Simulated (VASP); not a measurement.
Crystal: WS.

```xyz
2
Lattice="3.1236 0.0000 0.0000 0.0000 3.1236 0.0000 0.0000 0.0000 3.1236" Properties=species:S:1:pos:R:3 pbc="T T T"
W     0.0000    0.0000    0.0000
S     1.5618    1.5618    1.5618
```

```yaml
Program: VASP 6.6.1
Task: relaxation of cell and atoms
Functional: r2SCAN
Potentials_or_basis: VASP PAW PBE potentials, release 64 (W_sv, S)
Cutoff: 600 eV
k_mesh: 14 × 14 × 14
Occupations: gaussian, width 0.1 eV
Spin: no spin polarisation
Hubbard_terms: W d U = 6.2 eV
```

At the start: pressure -13.6 GPa; volume 15.24 Å³/atom.

Where does the relaxation end?

Over 4 steps the energy falls by 57.8 meV/atom and the volume is 14.07 Å³/atom (-7.7 %); space group Pm-3m (No. 221, to 0.1 Å) before and after.

The path:
```
step  energy change (eV)  largest force (eV/Å)  pressure (GPa)  volume (Å³)
   1              0.0000                0.0000          -13.61        30.48
   2              0.1649                0.0000           33.26        25.12
   3             -0.1156                0.0000           -0.44        28.18
   4             -0.1157                0.0000           -0.07        28.14
```

Final structure:
```cif
data_structure
_symmetry_space_group_name_H-M 'P 1'
_symmetry_Int_Tables_number 1
_cell_length_a 3.0415
_cell_length_b 3.0415
_cell_length_c 3.0415
_cell_angle_alpha 90.000
_cell_angle_beta 90.000
_cell_angle_gamma 90.000
_cell_volume 28.14
loop_
_atom_site_label
_atom_site_type_symbol
_atom_site_fract_x
_atom_site_fract_y
_atom_site_fract_z
_atom_site_occupancy
W1 W 0.00000 0.00000 0.00000 1
S1 S 0.50000 0.50000 0.50000 1
```

Caveat: the PAW data sets were made with another functional, which shifts forces and pressure a little; U without spin polarisation on a metal has little footing.
